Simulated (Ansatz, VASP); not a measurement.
One calculation of VN2, two programs

The input INCAR:

```
SYSTEM = VN2
  ALGO = Normal
  EDIFF = 1E-6
  ENCUT = 520
  GGA = PE
  ISIF = 2
  ISMEAR = 0
  LASPH = .True.
  LCHARG = .True.
  LELF = .True.
  LREAL = .False.
  LVHAR = .True.
  LWAVE = .False.
  NBANDS = 32
  NELM = 80
  PREC = Accurate
  SIGMA = 0.1
```

Contents of KPOINTS:

```
k-points
0
Gamma
  18 18 18
  0 0 0
```

The input POSCAR:

```
VN2
1.0
   -2.1507500000      2.1507500000      2.4913500000
    2.1507500000     -2.1507500000      2.4913500000
    2.1507500000      2.1507500000     -2.4913500000
V N
2 4
Direct
    0.2500000000      0.2500000000      0.0000000000
    0.7500000000      0.7500000000      0.0000000000
    0.1151000000      0.6151000000      0.7302000000
    0.6151000000      0.8849000000      0.5000000000
    0.8849000000      0.3849000000      0.2698000000
    0.3849000000      0.1151000000      0.5000000000
```

Input for Ansatz:

```yaml
crystal:
  lattice:
    - [-2.15075, 2.15075, 2.49135]
    - [2.15075, -2.15075, 2.49135]
    - [2.15075, 2.15075, -2.49135]
  atoms:
    - { symbol: V, position: [0.25, 0.25, 0.0] }
    - { symbol: V, position: [0.75, 0.75, 0.0] }
    - { symbol: "N", position: [0.1151, 0.6151, 0.7302] }
    - { symbol: "N", position: [0.6151, 0.8849, 0.5] }
    - { symbol: "N", position: [0.8849, 0.3849, 0.2698] }
    - { symbol: "N", position: [0.3849, 0.1151, 0.5] }
basis:
  ecutwfc: 420
kpoints:
  mp_grid: { grid: [18, 18, 18] }
hamiltonian:
  xc: pbe
scf:
  occupations: { method: gaussian, width: 0.1 }
output:
  forces: true
  stress: true
  eigenvalues: true
```

Alike in both runs: task single point; functional PBE; k mesh 18 × 18 × 18; occupations gaussian, width 0.1 eV; no spin polarisation.

|  | VASP | Ansatz |
| --- | --- | --- |
| version | VASP 6.6.1 | Ansatz 0.2.0 |
| potentials or method | VASP PAW PBE potentials, release 64 (V_sv, N), cutoff 520 eV | scalar-relativistic, plane waves, PAW |
| valence electrons in the cell | 46 | 46 |

```tsv
	VASP	Ansatz	Ansatz less VASP
gap on the k mesh at the Fermi level (eV)	none	none	-
pressure (GPa)	-0.3	-0.9	-0.65
traceless stress, the component that is largest in VASP (GPa)	-1.02	-0.90	+0.118
rms of the force components (eV/Å)	0.174	0.195	+0.0203
```

Atom by atom the forces differ by 0.020 eV/Å (rms over components). A gap of «none» marks a metal or a gap that the smearing closes.
